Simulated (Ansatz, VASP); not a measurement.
Two plane-wave programs on TlO3

INCAR

```
  PREC = Accurate
  ENCUT = 520
  EDIFF = 1E-6
  ISMEAR = 0
  SIGMA = 0.1
  LREAL = F
  LASPH = T
  NELM = 60
  ALGO = Normal
  ISIF = 2
  LWAVE = F
  LCHARG = F
  GGA = PE
  NBANDS = 41
```

File KPOINTS:

```
Automatic mesh
0
Gamma
  6 6 4
```

The input POSCAR:

```
TlO3
1.0
    5.3247322483      0.0000000000      0.0000000000
   -2.6623661242      4.6113533954      0.0000000000
    0.0000000000      0.0000000000      4.2739191945
Tl O
2 6
Direct
    0.3333333333      0.6666666667      0.2500000000
    0.6666666667      0.3333333333      0.7500000000
    0.8330000000      0.6660000000      0.2500000000
    0.1670000000      0.8330000000      0.7500000000
    0.3340000000      0.1670000000      0.2500000000
    0.1670000000      0.3340000000      0.7500000000
    0.8330000000      0.1670000000      0.2500000000
    0.6660000000      0.8330000000      0.7500000000
```

Input for Ansatz:

```yaml
crystal:
  lattice:
    - [5.3247322483, 0.0, 0.0]
    - [-2.6623661242, 4.6113533954, 0.0]
    - [0.0, 0.0, 4.2739191945]
  atoms:
    - { symbol: Tl, position: [0.3333333333, 0.6666666667, 0.25] }
    - { symbol: Tl, position: [0.6666666667, 0.3333333333, 0.75] }
    - { symbol: O, position: [0.833, 0.666, 0.25] }
    - { symbol: O, position: [0.167, 0.833, 0.75] }
    - { symbol: O, position: [0.334, 0.167, 0.25] }
    - { symbol: O, position: [0.167, 0.334, 0.75] }
    - { symbol: O, position: [0.833, 0.167, 0.25] }
    - { symbol: O, position: [0.666, 0.833, 0.75] }
basis:
  ecutwfc: 420
kpoints:
  mp_grid: { grid: [6, 6, 4] }
hamiltonian:
  xc: pbe
scf:
  occupations: { method: gaussian, width: 0.1 }
  lower_state_search: "off"
output:
  forces: true
  stress: true
  eigenvalues: true
```

Alike in both runs: task single point; functional PBE; k mesh 6 × 6 × 4; occupations gaussian, width 0.1 eV; no spin polarisation.

|  | VASP | Ansatz |
| --- | --- | --- |
| version | VASP 6.6.1 | Ansatz 0.2.0 |
| potentials or method | VASP PAW PBE potentials, release 64 (Tl_d, O), cutoff 520 eV | scalar-relativistic, plane waves, PAW |
| valence electrons in the cell | 62 | 62 |

Ansatz gave:

```
gap on the k mesh at the Fermi level (eV)                     : none
pressure (GPa)                                                : -13.0
traceless stress, the component that is largest in VASP (GPa) : 1.14
rms of the force components (eV/Å)                            : 0.471
```

Task: Which values does VASP return?

Result: gap on the k mesh at the Fermi level (eV): none; pressure (GPa): -13.1; traceless stress, the component that is largest in VASP (GPa): 1.16; rms of the force components (eV/Å): 0.467.

Atom by atom the forces differ by 0.003 eV/Å (rms over components). A gap of «none» marks a metal or a gap that the smearing closes. With one functional, cell and mesh, what is left measures potentials, basis and numerics.

The k mesh is coarse, so the values compare programs but aren't converged. Spin-orbit coupling is off throughout.
